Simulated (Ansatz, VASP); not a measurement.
# One calculation of Hg, two programs

INCAR

```
PREC = Accurate
ENCUT = 520
EDIFF = 1E-7
ISMEAR = 0
SIGMA = 0.1
LREAL = F
LASPH = T
NELM = 100
ALGO = Normal
ISIF = 2
LWAVE = F
LCHARG = F
GGA = PE
NBANDS = 25
```

Contents of KPOINTS:

```
regular mesh
0
Gamma
  4 4 4
```

The input POSCAR:

```
Hg
1.0
    4.7447780000      0.0000000000      0.0000000000
    0.0000000000      4.7447780000      0.0000000000
    0.0000000000      0.0000000000      4.7447780000
Hg
3
Direct
    0.5000000000      0.0000000000      0.0000000000
    0.0000000000      0.5000000000      0.0000000000
    0.0000000000      0.0000000000      0.5000000000
```

Input for Ansatz:

```yaml
crystal:
  lattice:
    - [4.744778, 0.0, 0.0]
    - [0.0, 4.744778, 0.0]
    - [0.0, 0.0, 4.744778]
  atoms:
    - { symbol: Hg, position: [0.5, 0.0, 0.0] }
    - { symbol: Hg, position: [0.0, 0.5, 0.0] }
    - { symbol: Hg, position: [0.0, 0.0, 0.5] }
basis:
  ecutwfc: 420
kpoints:
  mp_grid: { grid: [4, 4, 4] }
hamiltonian:
  xc: pbe
scf:
  occupations: { method: gaussian, width: 0.1 }
  lower_state_search: "off"
output:
  forces: true
  stress: true
  eigenvalues: true
```

Alike in both runs: task single point; functional PBE; k mesh 4 × 4 × 4; occupations gaussian, width 0.1 eV; no spin polarisation.

|  | VASP | Ansatz |
| --- | --- | --- |
| version | VASP 6.6.1 | Ansatz 0.2.0 |
| potentials or method | VASP PAW PBE potentials, release 64 (Hg), cutoff 520 eV | scalar-relativistic, plane waves, PAW |
| valence electrons in the cell | 36 | 60 |

```tsv
	VASP	Ansatz	Ansatz less VASP
gap on the k mesh at the Fermi level (eV)	none	none	-
pressure (GPa)	0.3	0.3	-0.08
```

A gap of «none» marks a metal or a gap that the smearing closes. VASP's potentials hold 36 valence electrons a cell and Ansatz's 60, so a difference there can come from the potentials and not from the codes.

Spin-orbit coupling is off throughout.
